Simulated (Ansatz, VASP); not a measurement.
## Two plane-wave programs on BeH8

```
CELL_PARAMETERS angstrom
4.18636 2.41700 3.60442
-4.18636 2.41700 3.60442
0.00000 -4.83399 3.60442
ATOMIC_POSITIONS crystal
Be 0.00178 0.00178 0.00178
H 0.18164 0.27130 0.62237
H 0.62237 0.18164 0.27130
H 0.27130 0.62237 0.18164
H 0.62237 0.27130 0.18164
H 0.27130 0.18164 0.62237
H 0.18164 0.62237 0.27130
H 0.12532 0.12532 0.12532
H 0.87781 0.87781 0.87781
```

Alike in both runs: functional PBE; k mesh 6 × 6 × 6; occupations gaussian, width 0.02 eV; no spin polarisation.

Ansatz relaxed the structure, and its values are those at the end. VASP's run is a single point on that final structure, the one shown.

```csv
,VASP,Ansatz
version,VASP 6.6.1,Ansatz 0.2.0
potentials or method,"VASP PAW PBE potentials, release 64 (Be, H), cutoff 520 eV","scalar-relativistic, plane waves, PAW"
valence electrons in the cell,10,10
```

Ansatz gave:

| Item | Value |
| --- | --- |
| gap on the k mesh at the Fermi level (eV) | 5.55 |
| least direct gap on the mesh (eV) | 5.67 |
| pressure (GPa) | 0.0 |
| rms of the force components (eV/Å) | 0.003 |

Q: Which values does VASP return?

A: gap on the k mesh at the Fermi level (eV): 5.56; least direct gap on the mesh (eV): 5.68; pressure (GPa): -0.1; rms of the force components (eV/Å): 0.005.

Ansatz's warnings: xc potential rough in thin density.
